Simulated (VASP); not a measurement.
# Si (Im-3m) in VASP: notebook

Runs on Si. Level: r2SCAN. Tasks: single point, relaxation of cell and atoms.

Everything below comes from runs of VASP 6.6.1. Logs are shortened: lines on timing, memory, paths and dates and some standing lists are left out, and cuts for length are marked.

## (1) The cell of the first run

Symmetry: Im-3m, No. 229, cubic system. Conventional cell: a = 3.124 Å, b = 3.124 Å, c = 3.124 Å, α = 90.00°, β = 90.00°, γ = 90.00°. Si (site symmetry m-3m) has 14 Si at 2.71 to 3.12 Å within 3.6 Å.

## (2) Single point, r2SCAN (volume scaled by 1.08)

File POSCAR:

```
Si
1.0
   -1.5621984889      1.5621984889      1.5621984889
    1.5621984889     -1.5621984889      1.5621984889
    1.5621984889      1.5621984889     -1.5621984889
Si
1
Direct
    0.0000000000      0.0000000000      0.0000000000
```

File INCAR.step1:

```
SYSTEM = Si
ALGO = Normal ; EDIFF = 1E-4
ENCUT = 520 ; GGA = PE
ISMEAR = -1 ; LASPH = .TRUE.
LCHARG = .FALSE. ; LREAL = .FALSE.
LWAVE = .TRUE. ; NBANDS = 8
NELM = 100 ; PREC = Accurate
SIGMA = 0.1
```

File INCAR.step2:

```
SYSTEM = Si
ALGO = Normal ; EDIFF = 1E-6
ENCUT = 520 ; ISIF = 2
ISMEAR = -1 ; ISTART = 1
LASPH = .TRUE. ; LCHARG = .FALSE.
LMIXTAU = .TRUE. ; LREAL = .FALSE.
LWAVE = .FALSE. ; METAGGA = R2SCAN
NBANDS = 8 ; NELM = 100
PREC = Accurate ; SIGMA = 0.1
```

File KPOINTS:

```
k-points
0
G
  16 16 16
  0 0 0
```

Potentials or basis: VASP PAW PBE potentials, release 64 (Si).

Launch:

```
> cat potpaw_PBE.64/Si/POTCAR > POTCAR
> cp INCAR.step1 INCAR
> mpirun -np 1 vasp_std > vasp.out
> cp INCAR.step2 INCAR
> mpirun -np 1 vasp_std > vasp.out
```

OUTCAR:

```text
SYSTEM = Si
   EDIFF = 1E-6
   ENCUT = 520
   ISIF = 2
   ISMEAR = -1
   ISTART = 1
   LASPH = .TRUE.
   LREAL = .FALSE.
   METAGGA = R2SCAN
   NELM = 100
   PREC = Accurate

 ion  position               nearest neighbor table
   1  0.000  0.000  0.000-

  LATTYP: Found a body centered cubic cell.
 ALAT       =     3.1243969778

  Lattice vectors:

 A1 = (  -1.5621984889,   1.5621984889,   1.5621984889)
 A2 = (   1.5621984889,  -1.5621984889,   1.5621984889)
 A3 = (   1.5621984889,   1.5621984889,  -1.5621984889)

Analysis of symmetry for initial positions (statically):
=====================================================================
 Subroutine PRICEL returns:
 Original cell was already a primitive cell.

 Routine SETGRP: Setting up the symmetry group for a
 body centered cubic supercell.

 Subroutine GETGRP returns: Found 48 space group operations
 (whereof 48 operations were pure point group operations)
 out of a pool of 48 trial point group operations.

The static configuration has the point symmetry O_h .

Analysis of symmetry for dynamics (positions and initial velocities):
=====================================================================
 Subroutine PRICEL returns:
 Original cell was already a primitive cell.

 Routine SETGRP: Setting up the symmetry group for a
 body centered cubic supercell.

 Subroutine GETGRP returns: Found 48 space group operations
 (whereof 48 operations were pure point group operations)
 out of a pool of 48 trial point group operations.

The dynamic configuration has the point symmetry O_h .

 Subroutine INISYM returns: Found 48 space group operations
 (whereof 48 operations are pure point group operations),
 and found     1 'primitive' translations

----------------------------------------------------------------------------------------

                                     Primitive cell

  volume of cell :      15.2500

  direct lattice vectors                    reciprocal lattice vectors
    -1.562198489  1.562198489  1.562198489     0.000000000  0.320061761  0.320061761
     1.562198489 -1.562198489  1.562198489     0.320061761  0.000000000  0.320061761
     1.562198489  1.562198489 -1.562198489     0.320061761  0.320061761  0.000000000

  length of vectors
     2.705807154  2.705807154  2.705807154     0.452635684  0.452635684  0.452635684

  position of ions in fractional coordinates (direct lattice)
[... 71 lines left out ...]
   ISPIN  =      1    spin polarized calculation?
   LNONCOLLINEAR =      F non collinear calculations
   LSORBIT =      F    spin-orbit coupling
   LASPH  =      T    aspherical Exc in radial PAW
   ENCUT  =  520.0 eV  38.22 Ry    6.18 a.u.   5.03  5.03  5.03*2*pi/ulx,y,z
   NELM   =    100;   NELMIN=  2; NELMDL=  0     # of ELM steps
   EDIFF  = 0.1E-05   stopping-criterion for ELM
   LREAL  =      F    real-space projection
   EDIFFG = 0.1E-04   stopping-criterion for IOM
   NSW    =      0    number of steps for IOM
   IBRION =     -1    ionic relax: 0-MD 1-quasi-New 2-CG
   NFREE  =      0    steps in history (QN), initial steepest desc. (CG)
   ISIF   =      2    stress and relaxation
   ISYM   =      2    0-nonsym 1-usesym 2-fastsym
   POTIM  = 0.5000    time-step for ionic-motion
   TEBEG  =    0.0;   TEEND  =   0.0 temperature during run
   PSTRESS=    0.0 pullay stress
   NELECT =       4.0000    total number of electrons
   NUPDOWN=      -1.0000    fix difference up-down
   EMIN   =  10.00;   EMAX   =-10.00  energy-range for DOS
   EFERMI =   0.00;   METHOD = LEGACY
   ISMEAR =    -1;   SIGMA  =   0.10  broadening in eV -4-tet -1-fermi 0-gaus
   EFERMI_NEDOS =   21; number of points for ismear=-14 and -15
   IALGO  =     38    algorithm
   IMIX   =      4    mixing-type and parameters
     AMIX     =   0.40;   BMIX     =  1.00
     AMIX_MAG =   1.60;   BMIX_MAG =  1.00
  volume/ion in A,a.u.               =      15.25       102.91
  Fermi-wavevector in a.u.,A,eV,Ry     =   1.047945  1.980329 14.941773  1.098189
  Thomas-Fermi vector in A             =   2.182847
   LORBIT       =      0    0 simple, 1 ext, 2 COOP (PROOUT), +10 PAW based schemes
   METAGGA = R2SCAN    functional components
   LHFCALC =     F    Hartree Fock is set to
   AEXX    =    0.0000 exact exchange contribution
   IVDW    =     0    specifies the selected vdW correction
   LEPSILON=     F    determine dielectric tensor
   LRPA    =     F    only Hartree local field effects (RPA)
 non-spin polarized calculation
  energy-cutoff  :      520.00
  volume of cell :       15.25
 maximum number of plane-waves:       427
   NGX =  9   NGY =  9   NGZ =  9

 number of electron       4.0000000 magnetization

 Free energy of the ion-electron system (eV)
  ---------------------------------------------------
  ext. energy  EPLUGINS =         0.00000000
  ---------------------------------------------------
  free energy    TOTEN  =        -8.01413865 eV

  energy without entropy =       -7.99725549  energy(sigma->0) =       -8.00569707

 E-fermi :   9.3753     XC(G=0): -11.7610

 val. band max:        9.3692144613   @ k =   0.2500   0.0625   0.0625
 cond. band min:       9.4152393571   @ k =  -0.4375   0.4375   0.3750
 fundamental gap:      0.0460248958
 Fermi energy:         9.3752946805

 k-point     1 :       0.0000    0.0000    0.0000
  band No.  band energies     occupation
      1      -5.3404      2.00000
      2      21.0656      0.00000
      3      21.0657      0.00000
      4      21.0657      0.00000
      5      22.5015      0.00000
      6      22.5015      0.00000
      7      22.5015      0.00000
      8      26.4119      0.00000
[... 243 lines left out ...]
 k-point    24 :       0.2500    0.1875   -0.0000
  band No.  band energies     occupation
      1      -0.8026      2.00000
      2       8.6649      1.99836
      3      10.5164      0.00002
      4      15.8172      0.00000
      5      21.7565      0.00000
      6      23.4296      0.00000
      7      27.3239      0.00000
      8      29.5224      0.00000

 [... further k-points ...]
[... 5 lines left out ...]
  --------------------------------------------------------------------------------------
  -------------------------------------------------------------------------------------
  Total       -0.5562317     -0.5562317     -0.5562317     -0.0000000      0.0000000     -0.0000000
  in kB      -58.4383130    -58.4383130    -58.4383130     -0.0000000      0.0000000     -0.0000000
  external PRESSURE =     -58.4383130 kB  Pullay stress =       0.0000000 kB

 VOLUME and BASIS-vectors are now :
 -----------------------------------------------------------------------------
  energy-cutoff  :      520.00
  volume of cell :       15.25
      direct lattice vectors                 reciprocal lattice vectors
    -1.562198489  1.562198489  1.562198489     0.000000000  0.320061761  0.320061761
     1.562198489 -1.562198489  1.562198489     0.320061761  0.000000000  0.320061761
     1.562198489  1.562198489 -1.562198489     0.320061761  0.320061761  0.000000000

 POSITION                                       TOTAL-FORCE (eV/Angst)
 -----------------------------------------------------------------------------------
      0.00000      0.00000      0.00000         0.000000     -0.000000      0.000000
 -----------------------------------------------------------------------------------
    total drift:                                0.000000     -0.000000     -0.000000

  FREE ENERGIE OF THE ION-ELECTRON SYSTEM (eV)
  ---------------------------------------------------
  free  energy   TOTEN  =        -8.0141386468 eV

  energy  without entropy=       -7.9972554885  energy(sigma->0) =       -8.00569707
```

It took 63 s on 1 thread of Intel Xeon 8259CL, shared host; peak memory 0.13 GiB.

What came out:

* Free energy: -8.0141 eV
* Pressure: -5.8 GPa
* Band gap on the k mesh: zero (band 2 reaches 21.07 eV, above the bottom of band 3 at 5.27 eV)

Levels at points of the mesh, in eV from the Fermi level:
```
           k point  band 1  band 2  band 3  band 4  band 5
(0.00, 0.00, 0.00)  -14.72   11.69   11.69   11.69   13.13
(0.50, 0.00, 0.00)   -7.13   -6.71    5.63    8.02    8.41
(0.50, 0.50, 0.50)   -0.52   -0.52   -0.52    1.12    2.61
```

Caveat: the cell differs from its parent crystal (volume scaled by 1.08); the PAW data sets were made with another functional, which shifts forces and pressure a little.

## (3) Single point, r2SCAN (volume scaled by 1.12)

File POSCAR:

```
Si
1.0
   -1.5812515677      1.5812515677      1.5812515677
    1.5812515677     -1.5812515677      1.5812515677
    1.5812515677      1.5812515677     -1.5812515677
Si
1
Direct
    0.0000000000      0.0000000000      0.0000000000
```

File INCAR.step1:

```
SYSTEM = Si
PREC = Accurate
ENCUT = 520
ISMEAR = -1
SIGMA = 0.1
LREAL = .False.
LASPH = .True.
NELM = 100
NBANDS = 8
GGA = PE
ALGO = Normal
EDIFF = 1E-4
LWAVE = .True.
LCHARG = .False.
```

File INCAR.step2:

```
SYSTEM = Si
PREC = Accurate
ENCUT = 520
EDIFF = 1E-7
ISMEAR = -1
SIGMA = 0.1
LREAL = .False.
LASPH = .True.
NELM = 100
ALGO = Normal
ISIF = 2
LWAVE = .False.
LCHARG = .False.
METAGGA = R2SCAN
LMIXTAU = .True.
NBANDS = 8
ISTART = 1
```

File KPOINTS:

```
regular mesh
0
Gamma
  16 16 16
  0 0 0
```

Potentials or basis: VASP PAW PBE potentials, release 64 (Si).

Launch:

```
> cat potpaw_PBE.64/Si/POTCAR > POTCAR
> cp INCAR.step1 INCAR
> mpirun -np 1 vasp_std > vasp.out
> cp INCAR.step2 INCAR
> mpirun -np 1 vasp_std > vasp.out
```

Wall time 76 s (1 thread of Intel Xeon 8259CL, shared host); peak memory 0.13 GiB.

The run converged. Its results:

- Free energy: -7.9896 eV
- Pressure: -8.0 GPa
- Band gap on the k mesh: zero (band 2 reaches 20.13 eV, above the bottom of band 3 at 4.99 eV)

Levels at points of the mesh, in eV from the Fermi level:
```tsv
k point	band 1	band 2	band 3	band 4	band 5	band 6
(0.00, 0.00, 0.00)	-14.38	11.21	11.21	11.21	12.96	12.96
(0.50, 0.00, 0.00)	-7.05	-6.47	5.41	8.00	8.17	10.06
(0.50, 0.50, 0.50)	-0.51	-0.51	-0.51	0.73	2.76	2.76
```

Caveat: the cell differs from its parent crystal (volume scaled by 1.12); the PAW data sets were made with another functional, which shifts forces and pressure a little.

## (4) Single point, r2SCAN

This run uses another cell than the first one, of 14.12 Å³/atom, 0.926 times its volume.

File POSCAR:

```
Si
1.0
   -1.5226320307      1.5226320307      1.5226320307
    1.5226320307     -1.5226320307      1.5226320307
    1.5226320307      1.5226320307     -1.5226320307
Si
1
Direct
    0.0000000000      0.0000000000      0.0000000000
```

INCAR.step1, as its differences from that of step 3:

```diff
@@ -7,3 +7,3 @@
 LASPH = .True.
-NELM = 100
+NELM = 80
 NBANDS = 8
```

INCAR.step2, as its differences from that of step 3:

```diff
@@ -3,3 +3,3 @@
 ENCUT = 520
-EDIFF = 1E-7
+EDIFF = 1E-6
 ISMEAR = -1
@@ -8,3 +8,3 @@
 LASPH = .True.
-NELM = 100
+NELM = 80
 ALGO = Normal
```

File KPOINTS:

```
regular mesh
0
Gamma
  24 24 24
  0 0 0
```

Launch:

```
> cat potpaw_PBE.64/Si/POTCAR > POTCAR
> cp INCAR.step1 INCAR
> mpirun -np 1 vasp_std > vasp.out
> cp INCAR.step2 INCAR
> mpirun -np 1 vasp_std > vasp.out
```

It took 2.8 min on 1 thread of Intel Xeon 8259CL, shared host; peak memory 0.15 GiB.

Results (log left out):

| Property | Result |
| --- | --- |
| Free energy | -8.0355 eV |
| Pressure | 0.2 GPa |
| Band gap on the k mesh | zero (band 2 reaches 23.16 eV, above the bottom of band 3 at 5.80 eV) |

Levels at points of the mesh, in eV from the Fermi level:
```tsv
k point	band 1	band 2	band 3	band 4	band 5	band 6	band 7
(0.00, 0.00, 0.00)	-15.47	12.77	12.77	12.77	13.48	13.48	13.48
(0.50, 0.00, 0.00)	-7.31	-7.23	6.12	8.05	8.94	10.82	21.89
(0.50, 0.50, 0.50)	-0.55	-0.55	-0.55	2.00	2.28	2.28	26.67
```

Caveat: the PAW data sets were made with another functional, which shifts forces and pressure a little.

## (5) Relaxation of cell and atoms, r2SCAN

This run uses another cell than the first one, of 15.02 Å³/atom, 0.985 times its volume.

File POSCAR:

```
Si
1.0
   -1.5541499093      1.5541499093      1.5541499093
    1.5541499093     -1.5541499093      1.5541499093
    1.5541499093      1.5541499093     -1.5541499093
Si
1
Direct
    0.0000000000      0.0000000000      0.0000000000
```

File INCAR.step1:

```
PREC = Accurate ; ENCUT = 600
ISMEAR = -1 ; SIGMA = 0.1
LREAL = F ; LASPH = T
NELM = 60 ; GGA = PE
ALGO = Normal ; EDIFF = 1E-4
LWAVE = T ; LCHARG = F
```

File INCAR.step2:

```
PREC = Accurate ; ENCUT = 600
EDIFF = 1E-7 ; ISMEAR = -1
SIGMA = 0.1 ; LREAL = F
LASPH = T ; NELM = 60
ALGO = Normal ; ISIF = 3
LWAVE = F ; LCHARG = F
METAGGA = R2SCAN ; LMIXTAU = T
IBRION = 2 ; NSW = 80
EDIFFG = -0.01 ; ISTART = 1
```

File KPOINTS:

```
regular mesh
0
Gamma
  14 14 14
```

Potentials or basis: VASP PAW PBE potentials, release 64 (Si).

Launch:

```
> cat potpaw_PBE.64/Si/POTCAR > POTCAR
> cp INCAR.step1 INCAR
> mpirun -np 1 vasp_std > vasp.out
> cp INCAR.step2 INCAR
> mpirun -np 1 vasp_std > vasp.out
```

OUTCAR:

```text
PREC = Accurate
   ENCUT = 600
   EDIFF = 1E-7
   ISMEAR = -1
   LREAL = F
   LASPH = T
   NELM = 60
   ISIF = 3
   METAGGA = R2SCAN
   IBRION = 2
   NSW = 80
   EDIFFG = -0.01
   ISTART = 1

 ion  position               nearest neighbor table
   1  0.000  0.000  0.000-

  LATTYP: Found a body centered cubic cell.
 ALAT       =     3.1082998186

  Lattice vectors:

 A1 = (  -1.5541499093,   1.5541499093,   1.5541499093)
 A2 = (   1.5541499093,  -1.5541499093,   1.5541499093)
 A3 = (   1.5541499093,   1.5541499093,  -1.5541499093)

Analysis of symmetry for initial positions (statically):
=====================================================================
 Subroutine PRICEL returns:
 Original cell was already a primitive cell.

 Routine SETGRP: Setting up the symmetry group for a
[... 169 lines left out ...]
 E-fermi :   9.6290     XC(G=0): -11.8319

 val. band max:        9.4000381806   @ k =   0.2857   0.2143   0.0000
 cond. band min:       9.6397174358   @ k =   0.5000   0.5000   0.3571
 fundamental gap:      0.2396792552
 Fermi energy:         9.6290462000

 k-point     1 :       0.0000    0.0000    0.0000
  band No.  band energies     occupation
      1      -5.2898      2.00000
      2      21.4752      0.00000
      3      21.4752      0.00000
      4      21.4752      0.00000
      5      22.7714      0.00000
      6      22.7714      0.00000
[... 276 lines left out ...]
--------------------------------------- Ionic step        3  -------------------------------------------

 number of electron       4.0000000 magnetization

 Free energy of the ion-electron system (eV)
  ---------------------------------------------------
  ext. energy  EPLUGINS =         0.00000000
  ---------------------------------------------------
  free energy    TOTEN  =        -8.04324709 eV

  energy without entropy =       -8.03253435  energy(sigma->0) =       -8.03789072

 E-fermi :  10.4493     XC(G=0): -12.1074

 val. band max:       10.1917509489   @ k =   0.2857   0.2143   0.0000
 cond. band min:      10.4508639917   @ k =   0.5000   0.5000   0.3571
 fundamental gap:      0.2591130428
 Fermi energy:        10.4493447376

 k-point     1 :       0.0000    0.0000    0.0000
  band No.  band energies     occupation
      1      -5.0791      2.00000
      2      23.1433      0.00000
      3      23.1433      0.00000
      4      23.1433      0.00000
      5      23.8629      0.00000
      6      23.8629      0.00000
[... 235 lines left out ...]
  FREE ENERGIE OF THE ION-ELECTRON SYSTEM (eV)
  ---------------------------------------------------
  free  energy   TOTEN  =        -8.0432470880 eV

  energy  without entropy=       -8.0325343470  energy(sigma->0) =       -8.03789072

 reached required accuracy - stopping structural energy minimisation
```

OUTCAR.step1:

```text
PREC = Accurate
   ENCUT = 600
   ISMEAR = -1
   LREAL = F
   LASPH = T
   NELM = 60
[... 430 lines left out ...]

 POSITION                                       TOTAL-FORCE (eV/Angst)
 -----------------------------------------------------------------------------------
      0.00000      0.00000      0.00000        -0.000000      0.000000     -0.000000
 -----------------------------------------------------------------------------------
    total drift:                                0.000000     -0.000000      0.000000

  FREE ENERGIE OF THE ION-ELECTRON SYSTEM (eV)
  ---------------------------------------------------
  free  energy   TOTEN  =        -4.9118006661 eV

  energy  without entropy=       -4.8987059128  energy(sigma->0) =       -4.90525329
```

Run time: 1.9 min. Hardware: 1 thread of Intel Xeon 8259CL, shared host; peak memory 0.15 GiB.

Results:

| Quantity | Value |
| --- | --- |
| Free energy | -8.0432 eV |
| Relaxed volume | 14.13 Å³/atom |
| Relaxed cell | a = 2.638 Å, b = 2.638 Å, c = 2.638 Å, α = 109.47°, β = 109.47°, γ = 109.47° |
| Space group after relaxing (to 0.05 Å) | Im-3m (No. 229) |
| Energy gained by relaxing | 14.8 meV/atom |
| Ionic steps | 3 |
| Pressure after relaxing | 0.0 GPa |
| Band gap on the k mesh | zero (band 2 reaches 23.14 eV, above the bottom of band 3 at 5.90 eV) |

Step by step:
```csv
step,energy change (eV),largest force (eV/Å),pressure (GPa),volume (Å³)
1,0.0000,0.0000,-5.03,15.02
2,-0.0145,0.0000,0.79,14.01
3,-0.0148,0.0000,0.01,14.13
```

Final structure:
```xyz
1
Lattice="-1.5229 1.5229 1.5229 1.5229 -1.5229 1.5229 1.5229 1.5229 -1.5229" Properties=species:S:1:pos:R:3 pbc="T T T"
Si    0.0000    0.0000    0.0000
```

Levels at points of the mesh, in eV from the Fermi level:
| k point | band 1 | band 2 | band 3 | band 4 | band 5 |
| --- | --- | --- | --- | --- | --- |
| (0.00, 0.00, 0.00) | -15.53 | 12.69 | 12.69 | 12.69 | 13.41 |
| (0.50, 0.00, 0.00) | -7.37 | -7.29 | 6.05 | 7.98 | 8.87 |
| (0.50, 0.50, 0.50) | -0.61 | -0.61 | -0.61 | 1.93 | 2.21 |

Caveat: the PAW data sets were made with another functional, which shifts forces and pressure a little.

## (6) Summary

```csv
task,cell,k mesh,cutoff (eV),gap on the mesh (eV),pressure (GPa)
single point,"a = 2.706 Å, angles 109.5°, 1 atom",16 × 16 × 16,520,none,-5.8
single point,"a = 2.739 Å, angles 109.5°, 1 atom",16 × 16 × 16,520,none,-8.0
single point,"a = 2.637 Å, angles 109.5°, 1 atom",24 × 24 × 24,520,none,0.2
relaxation of cell and atoms,"relaxed from a = 2.692 Å, angles 109.5°, 1 atom",14 × 14 × 14,600,none,0.0
```

Alike in all rows: level r2SCAN; potentials or basis VASP PAW PBE potentials, release 64 (Si); no spin polarisation; smearing fermi-dirac 0.1 eV.

Caveats: the PAW data sets were made with another functional, which shifts forces and pressure a little.

Total energies depend on the potentials used, so only differences within one code and one set of settings carry meaning.
